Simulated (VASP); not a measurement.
**Ge: single point with LDA**

Crystal: Ge.

```
CELL_PARAMETERS angstrom
0.00000 2.81072 2.81072
2.81072 0.00000 2.81072
2.81072 2.81072 0.00000
ATOMIC_POSITIONS crystal
Ge 0.00000 0.00000 0.00000
Ge 0.25000 0.25000 0.25000
```

```yaml
Program: VASP 6.6.1
Task: single point
Functional: LDA
Potentials_or_basis: VASP PAW LDA potentials, release 64 (Ge_d)
Cutoff: 520 eV
k_mesh: 12 × 12 × 12
Occupations: gaussian, width 0.1 eV
Spin: no spin polarisation
Dipole_correction: no
Further_INCAR_settings: ALGO = Normal; EDIFF = 1e-07; NBANDS = 21
```

```
Pressure : 0.1 GPa
```

Levels at points of the mesh, in eV from the Fermi level:
| k point | band 11 | band 12 | band 13 | band 14 | band 15 | band 16 | band 17 | band 18 |
| --- | --- | --- | --- | --- | --- | --- | --- | --- |
| (0.00, 0.00, 0.00) | -12.99 | -0.03 | -0.03 | -0.03 | 0.00 | 2.50 | 2.50 | 2.50 |
| (0.50, 0.00, 0.00) | -10.85 | -7.76 | -1.47 | -1.47 | 0.09 | 3.70 | 3.70 | 6.95 |
| (0.50, 0.50, 0.00) | -9.03 | -9.03 | -3.18 | -3.18 | 0.61 | 0.61 | 9.54 | 9.54 |

Wall time 28 s on 1 thread of Intel(R) Xeon(R) 6975P-C (Granite Rapids) (shared host), peak memory 0.17 GiB.
